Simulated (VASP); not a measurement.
# W (Im-3m) in VASP: notebook, part 3 of 3

VASP 6.6.1.

## (5) Single point, r2SCAN (volume scaled by 0.94)

The input, POSCAR:

```
W
1.0
   -1.5518803884      1.5518803884      1.5518803884
    1.5518803884     -1.5518803884      1.5518803884
    1.5518803884      1.5518803884     -1.5518803884
W
1
Direct
    0.0000000000      0.0000000000      0.0000000000
```

The input, INCAR.step1:

```
SYSTEM = W
PREC     = Accurate       ! precision mode
ENCUT    = 520            ! plane-wave cutoff, eV
ISMEAR   = 0              ! smearing method
SIGMA    = 0.1            ! smearing width, eV
LREAL    = .False.        ! projectors in reciprocal space
LASPH    = .True.         ! aspherical terms in the spheres
NELM     = 60             ! most SCF steps
NBANDS   = 13             ! bands
GGA      = PE             ! functional
ALGO     = Normal         ! electronic algorithm
EDIFF    = 1E-4           ! SCF threshold, eV
LWAVE    = .True.         ! write WAVECAR
LCHARG   = .False.        ! write CHGCAR
```

The input, INCAR.step2:

```
SYSTEM = W
PREC     = Accurate       ! precision mode
ENCUT    = 520            ! plane-wave cutoff, eV
EDIFF    = 1E-6           ! SCF threshold, eV
ISMEAR   = 0              ! smearing method
SIGMA    = 0.1            ! smearing width, eV
LREAL    = .False.        ! projectors in reciprocal space
LASPH    = .True.         ! aspherical terms in the spheres
NELM     = 60             ! most SCF steps
ALGO     = Normal         ! electronic algorithm
ISIF     = 2              ! what is computed and relaxed
LWAVE    = .False.        ! write WAVECAR
LCHARG   = .False.        ! write CHGCAR
METAGGA  = R2SCAN         ! meta-GGA
LMIXTAU  = .True.       
NBANDS   = 13             ! bands
ISTART   = 1
```

The input, KPOINTS:

```
Automatic mesh
0
Gamma
  18 18 18
  0 0 0
```

Potentials or basis: VASP PAW PBE potentials, release 64 (W_sv).

The run is started by

```console
> cat potpaw_PBE.64/W_sv/POTCAR > POTCAR
> cp INCAR.step1 INCAR
> mpirun -np 1 vasp_std > vasp.out
> cp INCAR.step2 INCAR
> mpirun -np 1 vasp_std > vasp.out
```

OUTCAR:

```text
SYSTEM = W
   PREC = Accurate
   ENCUT = 520
   EDIFF = 1E-6
   ISMEAR = 0
   LREAL = .False.
   LASPH = .True.
   NELM = 60
   ISIF = 2
   METAGGA = R2SCAN
   ISTART = 1

 ion  position               nearest neighbor table
   1  0.000  0.000  0.000-

  LATTYP: Found a body centered cubic cell.
 ALAT       =     3.1037607768

  Lattice vectors:

 A1 = (  -1.5518803884,   1.5518803884,   1.5518803884)
 A2 = (   1.5518803884,  -1.5518803884,   1.5518803884)
 A3 = (   1.5518803884,   1.5518803884,  -1.5518803884)

Analysis of symmetry for initial positions (statically):
=====================================================================
 Subroutine PRICEL returns:
 Original cell was already a primitive cell.

 Routine SETGRP: Setting up the symmetry group for a
 body centered cubic supercell.

 Subroutine GETGRP returns: Found 48 space group operations
[... 9 lines left out ...]

 Routine SETGRP: Setting up the symmetry group for a
 body centered cubic supercell.

[... 149 lines left out ...]

 E-fermi :  12.1444     XC(G=0): -15.3433

 val. band max:       12.1339509398   @ k =  -0.1667   0.1667   0.0556
 cond. band min:      12.1633646596   @ k =  -0.3889   0.3889   0.2778
 fundamental gap:      0.0294137198
 Fermi energy:        12.1443971777

 k-point     1 :       0.0000    0.0000    0.0000
  band No.  band energies     occupation
      1     -63.8842      2.00000
      2     -26.6399      2.00000
      3     -26.6399      2.00000
      4     -26.6399      2.00000
      5       1.7038      2.00000
      6      10.7704      2.00000
      7      10.7704      2.00000
      8      10.7704      2.00000
      9      14.8530      0.00000
     10      14.8530      0.00000
     11      27.5420      0.00000
     12      27.5420      0.00000
     13      27.5420      0.00000
[... 354 lines left out ...]
  band No.  band energies     occupation
      1     -63.6888      2.00000
      2     -28.1961      2.00000
      3     -27.2165      2.00000
      4     -26.7254      2.00000
      5       5.6861      2.00000
      6       8.2795      2.00000
      7      11.5486      2.00000
      8      14.5591      0.00000
      9      16.0965      0.00000
     10      19.3467      0.00000
     11      24.5427      0.00000
     12      25.7021      0.00000
     13      30.7020      0.00000

 [... further k-points ...]
[... 5 lines left out ...]
  --------------------------------------------------------------------------------------
  -------------------------------------------------------------------------------------
  Total        2.2604101      2.2604101      2.2604101      0.0000000      0.0000000     -0.0000000
  in kB      242.2496129    242.2496129    242.2496129      0.0000000      0.0000000     -0.0000000
  external PRESSURE =     242.2496129 kB  Pullay stress =       0.0000000 kB

 VOLUME and BASIS-vectors are now :
 -----------------------------------------------------------------------------
  energy-cutoff  :      520.00
  volume of cell :       14.95
      direct lattice vectors                 reciprocal lattice vectors
    -1.551880388  1.551880388  1.551880388     0.000000000  0.322189779  0.322189779
     1.551880388 -1.551880388  1.551880388     0.322189779  0.000000000  0.322189779
     1.551880388  1.551880388 -1.551880388     0.322189779  0.322189779  0.000000000

 POSITION                                       TOTAL-FORCE (eV/Angst)
 -----------------------------------------------------------------------------------
      0.00000      0.00000      0.00000         0.000000      0.000000     -0.000000
 -----------------------------------------------------------------------------------
    total drift:                                0.000000     -0.000000      0.000000

  FREE ENERGIE OF THE ION-ELECTRON SYSTEM (eV)
  ---------------------------------------------------
  free  energy   TOTEN  =       -51.2748902043 eV

  energy  without entropy=      -51.2717796510  energy(sigma->0) =      -51.27333493
```

It took 100 s on 1 thread of Intel Xeon Platinum 8259CL at 2.50GHz (Skylake/Cascade Lake), shared host; peak memory 0.15 GiB.

Results:

```
Free energy            : -51.2749 eV
Pressure               : 24.2 GPa
Band gap on the k mesh : zero (band 7 reaches 17.94 eV, above the bottom of band 8 at 10.77 eV)
```

Caveat: the PAW data sets were made with another functional, which shifts forces and pressure a little; spin-orbit coupling is left out, which moves the levels of the heavy elements.

## (6) Single point, r2SCAN (volume scaled by 1.03)

The input, POSCAR:

```
W
1.0
   -1.5999068649      1.5999068649      1.5999068649
    1.5999068649     -1.5999068649      1.5999068649
    1.5999068649      1.5999068649     -1.5999068649
W
1
Direct
    0.0000000000      0.0000000000      0.0000000000
```

The input, INCAR.step1:

```
ALGO     = Normal         # electronic algorithm
EDIFF    = 1E-4           # SCF threshold, eV
ENCUT    = 520            # plane-wave cutoff, eV
GGA      = PE             # functional
ISMEAR   = 0              # smearing method
LASPH    = T              # aspherical terms in the spheres
LCHARG   = F              # write CHGCAR
LREAL    = F              # projectors in reciprocal space
LWAVE    = T              # write WAVECAR
NBANDS   = 13             # bands
NELM     = 80             # most SCF steps
PREC     = Accurate       # precision mode
SIGMA    = 0.1            # smearing width, eV
```

The input, INCAR.step2:

```
ALGO     = Normal         # electronic algorithm
EDIFF    = 1E-6           # SCF threshold, eV
ENCUT    = 520            # plane-wave cutoff, eV
ISIF     = 2              # what is computed and relaxed
ISMEAR   = 0              # smearing method
ISTART   = 1            
LASPH    = T              # aspherical terms in the spheres
LCHARG   = F              # write CHGCAR
LMIXTAU  = T            
LREAL    = F              # projectors in reciprocal space
LWAVE    = F              # write WAVECAR
METAGGA  = R2SCAN         # meta-GGA
NBANDS   = 13             # bands
NELM     = 80             # most SCF steps
PREC     = Accurate       # precision mode
SIGMA    = 0.1            # smearing width, eV
```

The input, KPOINTS:

```
k-points
0
Gamma
  18 18 18
```

Potentials or basis: VASP PAW PBE potentials, release 64 (W_sv).

The run is started by

```console
> cat potpaw_PBE.64/W_sv/POTCAR > POTCAR
> cp INCAR.step1 INCAR
> mpirun -np 1 vasp_std > vasp.out
> cp INCAR.step2 INCAR
> mpirun -np 1 vasp_std > vasp.out
```

It took 98 s on 1 thread of Intel Xeon Platinum 8259CL at 2.50GHz (Skylake/Cascade Lake), shared host; peak memory 0.17 GiB.

It converged, with:

```yaml
Free_energy: -51.3378 eV
Pressure: -7.7 GPa
Band_gap_on_the_k_mesh: zero (band 7 reaches 15.92 eV, above the bottom of band 8 at 9.59 eV)
```

Levels at points of the mesh, in eV from the Fermi level:
```csv
k point,band 3,band 4,band 5,band 6,band 7,band 8,band 9,band 10,band 11,band 12
"(0.00, 0.00, 0.00)",-39.05,-39.05,-9.93,-1.22,-1.22,-1.22,2.50,2.50,15.20,15.20
"(0.50, 0.00, 0.00)",-39.45,-39.06,-6.33,-3.58,0.43,2.32,3.33,6.06,11.14,12.00
"(0.50, 0.50, 0.50)",-39.92,-39.92,-5.73,-5.73,5.11,5.11,5.11,8.29,8.29,8.29
```

Caveat: the PAW data sets were made with another functional, which shifts forces and pressure a little; spin-orbit coupling is left out, which moves the levels of the heavy elements.

## (7) Single point, r2SCAN (strained)

The input, POSCAR:

```
W
1.0
   -1.5448276000      1.5448276000      1.5448276000
    1.5448276000     -1.5448276000      1.5448276000
    1.5448276000      1.5448276000     -1.5448276000
W
1
Direct
    0.0000000000      0.0000000000      0.0000000000
```

The input, INCAR.step1:

```
  ALGO = Normal
  EDIFF = 1E-4
  ENCUT = 520
  GGA = PE
  ISMEAR = 0
  LASPH = T
  LCHARG = F
  LREAL = F
  LWAVE = T
  NBANDS = 13
  NELM = 60
  PREC = Accurate
  SIGMA = 0.1
```

The input, INCAR.step2:

```
  ALGO = Normal
  EDIFF = 1E-6
  ENCUT = 520
  ISIF = 2
  ISMEAR = 0
  ISTART = 1
  LASPH = T
  LCHARG = F
  LMIXTAU = T
  LREAL = F
  LWAVE = F
  METAGGA = R2SCAN
  NBANDS = 13
  NELM = 60
  PREC = Accurate
  SIGMA = 0.1
```

KPOINTS is that of step 6.

The run is started by

```console
> cat potpaw_PBE.64/W_sv/POTCAR > POTCAR
> cp INCAR.step1 INCAR
> mpirun -np 1 vasp_std > vasp.out
> cp INCAR.step2 INCAR
> mpirun -np 1 vasp_std > vasp.out
```

Wall time 2.1 min (1 thread of Intel Xeon 8259CL, shared host); peak memory 0.16 GiB.

Results (log left out):

```yaml
Free_energy: -51.2404 eV
Pressure: 30.2 GPa
Band_gap_on_the_k_mesh: zero (band 7 reaches 18.26 eV, above the bottom of band 8 at 10.95 eV)
```

Levels at points of the mesh, in eV from the Fermi level:
| k point | band 3 | band 4 | band 5 | band 6 | band 7 | band 8 | band 9 | band 10 | band 11 | band 12 |
| --- | --- | --- | --- | --- | --- | --- | --- | --- | --- | --- |
| (0.00, 0.00, 0.00) | -38.74 | -38.74 | -10.51 | -1.40 | -1.40 | -1.40 | 2.74 | 2.74 | 15.43 | 15.43 |
| (0.50, 0.00, 0.00) | -39.29 | -38.76 | -7.05 | -4.11 | 0.85 | 2.64 | 3.78 | 7.05 | 12.27 | 12.95 |
| (0.50, 0.50, 0.50) | -39.93 | -39.93 | -6.65 | -6.65 | 5.91 | 5.91 | 5.91 | 9.21 | 9.21 | 9.21 |

Caveat: the cell differs from its parent crystal (strained); the PAW data sets were made with another functional, which shifts forces and pressure a little; spin-orbit coupling is left out, which moves the levels of the heavy elements.

## (8) The runs side by side

```csv
cell,gap on the mesh (eV),pressure (GPa)
"a = 2.771 Å, angles 109.5°, 1 atom",none,-7.7
"a = 2.798 Å, angles 109.5°, 1 atom",none,-15.4
"a = 2.833 Å, angles 109.5°, 1 atom",none,-23.9
"a = 2.688 Å, angles 109.5°, 1 atom",none,24.2
"a = 2.676 Å, angles 109.5°, 1 atom",none,30.2
```

Alike in all rows: task single point; level r2SCAN; potentials or basis VASP PAW PBE potentials, release 64 (W_sv); no spin polarisation; k mesh 18 × 18 × 18; cutoff (eV) 520; smearing gaussian 0.1 eV.

Caveats: the PAW data sets were made with another functional, which shifts forces and pressure a little; spin-orbit coupling is left out, which moves the levels of the heavy elements.

Total energies depend on the potentials used, so only differences within one code and one set of settings carry meaning.
